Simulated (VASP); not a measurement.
# TiO2 (P1) in VASP: single point with PBE

Aim: the single point of TiO2 with PBE.

All numbers are computed with VASP 6.6.1; they aren't measurements. Logs are shortened: lines on timing, memory, paths and dates and some standing lists are left out, and cuts for length are marked.

### Step 1. The cell of the first run

The typed cell holds 36 atoms: a = 8.233 Å, b = 8.233 Å, c = 10.756 Å, α = 70.94°, β = 70.94°, γ = 68.90°.

### Step 2. Single point, PBE

Contents of INCAR:

```
PREC = Accurate
ENCUT = 520
EDIFF = 1E-6
ISMEAR = -1
SIGMA = 0.24
LREAL = Auto
LASPH = True
NELM = 80
ALGO = Normal
ISIF = 2
LWAVE = False
LCHARG = False
GGA = PE
NBANDS = 168
```

Contents of KPOINTS:

```
Automatic mesh
0
Gamma
  2 2 1
```

Contents of POSCAR:

```
TiO2
1.0
   -2.6888770000      4.6572710000      6.2335590000
    5.3777530000      0.0000000000      6.2335590000
    5.3777530000      9.3145420000      0.0000000000
Ti O
12 24
Direct
    0.9530173067      0.4244782780      0.0191356843
    0.5549573389      0.1087405582      0.9670269649
   -0.0316993609      0.0047805494      0.2557863301
    0.9344152429      0.4082687680      0.5211394170
    0.5431378568      0.1172232628      0.4646240052
   -0.0146478290      0.0132521576      0.7727292345
    0.4361945657      0.8862121044      0.2569555969
    0.0624673016      0.6006370341      0.1907096288
    0.5513388513      0.5170716667      0.4802560938
    0.4496875449      0.8848951550      0.7949057762
    0.0935225306      0.6215424908      0.7006399488
    0.4834761615      0.4944403065      0.0422909139
    0.0158974617      0.1762880939      0.0860977612
    1.0400229120      0.5678867909      0.0506231495
    0.2948394339      0.5694020051      0.1680225238
    0.4373927189      0.3446324452      0.9615441720
    0.5532948158      0.8827868833      0.0849484709
    0.1710595482      0.9401676015      0.3050100935
    0.0044879326      0.2209531035      0.6502411478
    1.0233456786      0.5845158978      0.5505586693
    0.3487537252      0.5185036474      0.6714832989
    0.4482820263      0.3409942122      0.4965814872
    0.5694073419      0.9303618910      0.6275687736
    0.2005772550      0.9068639355      0.8236966849
    0.6031963214      0.6693030646      0.3186040994
    0.4603934461      0.0459785959      0.3415329444
    0.7826777691      0.0871142711      0.4032251423
    0.9404274251      0.8241664450      0.2326120410
    0.0169873902      0.3956019508      0.3609179196
    0.6838413990      0.4926293779      0.5848774190
    0.5592124363      0.6420274975      0.8511525460
    0.4726607153      0.0727419992      0.8557362195
    0.7912661043      0.1184389294      0.9109905049
    0.9367126397      0.8299506741      0.7442207451
    0.0222245686      0.4327161804      0.8455052499
    0.6711335663      0.4499434942      0.1076863580
```

Potentials or basis: VASP PAW PBE potentials, release 64 (Ti_sv, O).

Command:

```
$ cat potpaw_PBE.64/Ti_sv/POTCAR potpaw_PBE.64/O/POTCAR > POTCAR
$ mpirun -np 1 vasp_std > vasp.out
```

OUTCAR:

```text
PREC = Accurate
   ENCUT = 520
   EDIFF = 1E-6
   ISMEAR = -1
   LREAL = Auto
   LASPH = True
   NELM = 80
   ISIF = 2
   GGA = PE

 ion  position               nearest neighbor table
   1  0.953  0.424  0.019-  14 1.75  35 1.75  13 1.87  36 2.16
   2  0.555  0.109  0.967-  32 1.70  16 1.82  33 1.86  17 1.88
   3  0.968  0.005  0.256-  28 1.69  18 1.76  27 1.92  13 1.93
   4  0.934  0.408  0.521-  29 1.66  19 1.77  30 1.89  20 1.99
   5  0.543  0.117  0.465-  27 1.81  22 1.82  23 1.93  26 1.99
   6  0.985  0.013  0.773-  19 1.81  34 1.83  24 1.85  33 1.95
   7  0.436  0.886  0.257-  17 1.79  25 1.89  26 1.92  18 1.99
   8  0.062  0.601  0.191-  14 1.69  15 1.78  28 1.87  29 2.08
   9  0.551  0.517  0.480-  30 1.73  25 1.80  22 1.86  21 2.18
  10  0.450  0.885  0.795-  23 1.74  31 1.86  24 1.92  32 1.95
  11  0.094  0.622  0.701-  34 1.83  35 1.91  21 1.92  20 2.02
  12  0.483  0.494  0.042-  15 1.76  36 1.77  16 1.92  31 2.04
  13  0.016  0.176  0.086-   1 1.87   3 1.93
  14  0.040  0.568  0.051-   8 1.69   1 1.75
  15  0.295  0.569  0.168-  12 1.76   8 1.78
  16  0.437  0.345  0.962-   2 1.82  12 1.92
  17  0.553  0.883  0.085-   7 1.79   2 1.88
[... 17 lines left out ...]
  35  0.022  0.433  0.846-   1 1.75  11 1.91
  36  0.671  0.450  0.108-  12 1.77   1 2.16

  LATTYP: Found a base centered monoclinic cell.
 ALAT       =    13.5775277034
 B/A-ratio  =     0.6860263670
 C/A-ratio  =     0.7921550029
 COS(beta)  =    -0.3960774830

  Lattice vectors:

 A1 = (   2.6888770000,  -4.6572710000,  -6.2335590000)
 A2 = (  -5.3777530000,   0.0000000000,  -6.2335590000)
 A3 = (   5.3777530000,   9.3145420000,   0.0000000000)

Analysis of symmetry for initial positions (statically):
=====================================================================
 Subroutine PRICEL returns:
 Original cell was already a primitive cell.

 Routine SETGRP: Setting up the symmetry group for a
 base centered monoclinic supercell.

 Subroutine GETGRP returns: Found  1 space group operations
 (whereof  1 operations were pure point group operations)
 out of a pool of  4 trial point group operations.

The static configuration has the point symmetry C_1 .

Analysis of symmetry for dynamics (positions and initial velocities):
=====================================================================
 Subroutine PRICEL returns:
 Original cell was already a primitive cell.

 Routine SETGRP: Setting up the symmetry group for a
 base centered monoclinic supercell.

 Subroutine GETGRP returns: Found  1 space group operations
 (whereof  1 operations were pure point group operations)
 out of a pool of  4 trial point group operations.

The dynamic configuration has the point symmetry C_1 .

 Subroutine INISYM returns: Found  1 space group operations
 (whereof  1 operations are pure point group operations),
 and found     1 'primitive' translations

----------------------------------------------------------------------------------------

                                     Primitive cell

  volume of cell :     624.4943

  direct lattice vectors                    reciprocal lattice vectors
    -2.688877000  4.657271000  6.233559000    -0.092975631  0.053679502  0.080210996
     5.377753000  0.000000000  6.233559000     0.092975631 -0.053679502  0.080211004
     5.377753000  9.314542000  0.000000000     0.046487815  0.080519258 -0.040105498

  length of vectors
     8.232708576  8.232708250 10.755506497     0.134014032  0.134014036  0.101256698

  position of ions in fractional coordinates (direct lattice)
     0.953017307  0.424478278  0.019135684
[... 89 lines left out ...]

  Length of vectors
     0.067007016  0.067007018  0.101256698

  Shift w.r.t. Gamma in fractional coordinates (k-lattice)
     0.000000000  0.000000000  0.000000000

 -----------------------------------------------------------------------------
|                                                                             |
|           W    W    AA    RRRRR   N    N  II  N    N   GGGG   !!!           |
|           W    W   A  A   R    R  NN   N  II  NN   N  G    G  !!!           |
|           W    W  A    A  R    R  N N  N  II  N N  N  G       !!!           |
|           W WW W  AAAAAA  RRRRR   N  N N  II  N  N N  G  GGG   !            |
|           WW  WW  A    A  R   R   N   NN  II  N   NN  G    G                |
|           W    W  A    A  R    R  N    N  II  N    N   GGGG   !!!           |
|                                                                             |
|     Your reciprocal lattice and k-lattice belong to different lattice       |
|     classes:                                                                |
|                                                                             |
|        The reciprocal lattice is base-centered monoclinic,                  |
|        whereas your k-lattice is face-centered orthorhombic.                |
|                                                                             |
|     Results are often still useful ...                                      |
|                                                                             |
 -----------------------------------------------------------------------------

 Subroutine IBZKPT returns following result:
 ===========================================

 Found      4 irreducible k-points:

 Following reciprocal coordinates:
            Coordinates               Weight
  0.000000  0.000000  0.000000      1.000000
  0.500000 -0.000000  0.000000      1.000000
 -0.000000  0.500000  0.000000      1.000000
  0.500000  0.500000  0.000000      1.000000
   k-points           NKPTS =      4   k-points in BZ     NKDIM =      4   number of bands    NBANDS=    168
   number of dos      NEDOS =    301   number of ions     NIONS =     36
   total plane-waves  NPLWV = 327680
   dimension x,y,z NGX =    64 NGY =   64 NGZ =   80
   dimension x,y,z NGXF=   128 NGYF=  128 NGZF=  160
   ions per type =              12  24
   NGX,Y,Z   is equivalent  to a cutoff of  12.92, 12.92, 12.37 a.u.
   NGXF,Y,Z  is equivalent  to a cutoff of  25.85, 25.85, 24.73 a.u.
 SYSTEM =  unknown system
   PREC   = accura    normal or accurate (medium, high low for compatibility)
   ISTART =      0    job   : 0-new  1-cont  2-samecut
   ICHARG =      2    charge: 1-file 2-atom 10-const
   ISPIN  =      1    spin polarized calculation?
   LNONCOLLINEAR =      F non collinear calculations
   LSORBIT =      F    spin-orbit coupling
   LASPH  =      T    aspherical Exc in radial PAW
   ENCUT  =  520.0 eV  38.22 Ry    6.18 a.u.  15.31 15.31 20.00*2*pi/ulx,y,z
   NELM   =     80;   NELMIN=  2; NELMDL= -5     # of ELM steps
   EDIFF  = 0.1E-05   stopping-criterion for ELM
   LREAL  =      T    real-space projection
   EDIFFG = 0.1E-04   stopping-criterion for IOM
   NSW    =      0    number of steps for IOM
   IBRION =     -1    ionic relax: 0-MD 1-quasi-New 2-CG
   NFREE  =      0    steps in history (QN), initial steepest desc. (CG)
   ISIF   =      2    stress and relaxation
   ISYM   =      2    0-nonsym 1-usesym 2-fastsym
   POTIM  = 0.5000    time-step for ionic-motion
   TEBEG  =    0.0;   TEEND  =   0.0 temperature during run
   PSTRESS=    0.0 pullay stress
   NELECT =     288.0000    total number of electrons
   NUPDOWN=      -1.0000    fix difference up-down
   EMIN   =  10.00;   EMAX   =-10.00  energy-range for DOS
   EFERMI =   0.00;   METHOD = LEGACY
   ISMEAR =    -1;   SIGMA  =   0.24  broadening in eV -4-tet -1-fermi 0-gaus
   EFERMI_NEDOS =   21; number of points for ismear=-14 and -15
   IALGO  =     38    algorithm
   IMIX   =      4    mixing-type and parameters
     AMIX     =   0.40;   BMIX     =  1.00
     AMIX_MAG =   1.60;   BMIX_MAG =  1.00
  volume/ion in A,a.u.               =      17.35       117.06
  Fermi-wavevector in a.u.,A,eV,Ry     =   1.264822  2.390168 21.766266  1.599775
  Thomas-Fermi vector in A             =   2.398108
   LORBIT       =      0    0 simple, 1 ext, 2 COOP (PROOUT), +10 PAW based schemes
   GGA     = PE    functional components
   LHFCALC =     F    Hartree Fock is set to
   AEXX    =    0.0000 exact exchange contribution
   IVDW    =     0    specifies the selected vdW correction
   LEPSILON=     F    determine dielectric tensor
   LRPA    =     F    only Hartree local field effects (RPA)
 non-spin polarized calculation
  energy-cutoff  :      520.00
  volume of cell :      624.49
 maximum number of plane-waves:     16872
 NGX is ok and might be reduce to    64
   NGX = 31   NGY = 31   NGZ = 39

 number of electron     287.9999994 magnetization

 Free energy of the ion-electron system (eV)
  ---------------------------------------------------
  ext. energy  EPLUGINS =         0.00000000
  ---------------------------------------------------
  free energy    TOTEN  =      -311.02659600 eV

  energy without entropy =     -310.83176908  energy(sigma->0) =     -310.92918254

 E-fermi :   1.3812     XC(G=0):  -8.3795

 val. band max:        0.5044177088   @ k =   0.5000   0.5000   0.0000
 cond. band min:       2.4309629058   @ k =  -0.0000   0.5000   0.0000
 fundamental gap:      1.9265451971
 Fermi energy:         1.3812375754

 k-point     1 :       0.0000    0.0000    0.0000
  band No.  band energies     occupation
      1     -56.9865      2.00000
      2     -56.5068      2.00000
      3     -56.3912      2.00000
      4     -56.3341      2.00000
      5     -56.2340      2.00000
      6     -56.0068      2.00000
[... 625 lines left out ...]
    155       3.3018      0.00067
    156       3.3366      0.00058
 [bands above 156 left out]

------------------------ aborting loop because EDIFF is reached ----------------------------------------

  FORCE on cell =-STRESS in cart. coord.  units (eV):
  Direction    XX          YY          ZZ          XY          YZ          ZX
  --------------------------------------------------------------------------------------
  -------------------------------------------------------------------------------------
  Total      -10.7914613      1.2303305    -10.6857858      5.8117727     -3.0251003      4.8606980
  in kB      -27.6861390      3.1564864    -27.4150220     14.9104503     -7.7610755     12.4704113
  external PRESSURE =     -17.3148915 kB  Pullay stress =       0.0000000 kB

 VOLUME and BASIS-vectors are now :
 -----------------------------------------------------------------------------
  energy-cutoff  :      520.00
  volume of cell :      624.49
      direct lattice vectors                 reciprocal lattice vectors
    -2.688877000  4.657271000  6.233559000    -0.092975631  0.053679502  0.080210996
     5.377753000  0.000000000  6.233559000     0.092975631 -0.053679502  0.080211004
     5.377753000  9.314542000  0.000000000     0.046487815  0.080519258 -0.040105498

 POSITION                                       TOTAL-FORCE (eV/Angst)
 -----------------------------------------------------------------------------------
     -0.17690      4.61670      8.58670        -1.856844     -1.798330     -6.272099
      4.29300     11.59200      4.13720        -0.467315      0.224577      2.561063
     -1.20238      6.89217      6.06576         3.099900      0.086167      3.546818
      2.48560      9.20600      8.36970         5.568193      4.377803      2.310536
      1.66860      6.85730      4.11640        -1.621065      0.422335     -0.411986
      1.57732     11.78667      6.22486         2.210300      2.108797      0.093276
[... 28 lines left out ...]
      6.81420      7.97900      2.83590         0.631883     -0.460449      1.042727
      1.19420      4.12870      6.98830        -1.371774      0.061985      1.084294
 -----------------------------------------------------------------------------------
    total drift:                               -0.022302     -0.009109     -0.026103

  FREE ENERGIE OF THE ION-ELECTRON SYSTEM (eV)
  ---------------------------------------------------
  free  energy   TOTEN  =      -311.0265959968 eV

  energy  without entropy=     -310.8317690761  energy(sigma->0) =     -310.92918254
```

Wall time 14 min (1 thread of Intel Xeon Platinum 8488C (Sapphire Rapids), shared host); peak memory 0.79 GiB.

Results:

| Property | Result |
| --- | --- |
| Free energy | -311.0266 eV |
| Pressure | -1.7 GPa |
| Largest force | 7.450 eV/Å |
| Band gap on the k mesh | 1.93 eV (least direct gap 1.94 eV) |

Forces on the atoms (eV/Å):
```
Ti  -1.857 -1.798 -6.272
Ti  -0.467  0.225  2.561
Ti   3.100  0.086  3.547
Ti   5.568  4.378  2.311
Ti  -1.621  0.422 -0.412
Ti   2.210  2.109  0.093
Ti   1.158  1.487  0.186
Ti   2.739  4.586 -0.585
Ti   2.576  1.031 -3.456
Ti   0.249  1.055 -1.233
Ti  -4.341 -1.142 -1.754
Ti  -4.037 -2.521  2.741
O    1.345  0.672  0.334
O   -0.046 -1.219  1.415
O    1.984  0.091 -0.533
O    1.463  2.092 -0.096
O    1.712  0.749 -0.444
O   -1.814  1.286  1.233
O   -1.585  0.364 -0.824
O    0.151  1.325 -0.542
O    2.169 -2.953  0.616
O   -1.890 -0.438 -0.044
O    0.063 -2.411  0.737
O   -0.029 -0.340  0.505
O    1.277 -0.592 -0.489
O   -0.491  0.126  0.027
O   -0.039 -1.117 -0.027
O   -3.088 -1.043 -3.040
O   -2.995 -4.835  2.256
O   -1.576  0.317  0.784
O    2.692  1.088 -0.396
O   -1.721 -2.102 -1.499
O   -2.017 -0.477 -0.579
O   -0.102 -0.101  0.756
O    0.632 -0.460  1.043
O   -1.372  0.062  1.084
```

Levels at points of the mesh, in eV from the valence-band top:
| k point | band 142 | band 143 | band 144 | band 145 | band 146 | band 147 |
| --- | --- | --- | --- | --- | --- | --- |
| (0.00, 0.00, 0.00) | -0.60 | -0.50 | -0.05 | 1.93 | 2.06 | 2.25 |
| (0.50, 0.00, 0.00) | -0.60 | -0.55 | -0.01 | 1.97 | 2.00 | 2.19 |
| (0.00, 0.50, 0.00) | -0.61 | -0.46 | -0.04 | 1.93 | 2.07 | 2.12 |
| (0.50, 0.50, 0.00) | -0.61 | -0.47 | 0.00 | 1.94 | 1.96 | 2.11 |

Caveat: the k points lie up to 0.64 Å⁻¹ apart; forces of over 1 eV/Å act on the atoms, so gaps and moduli don't describe the material at rest. A k mesh can miss the band edges.
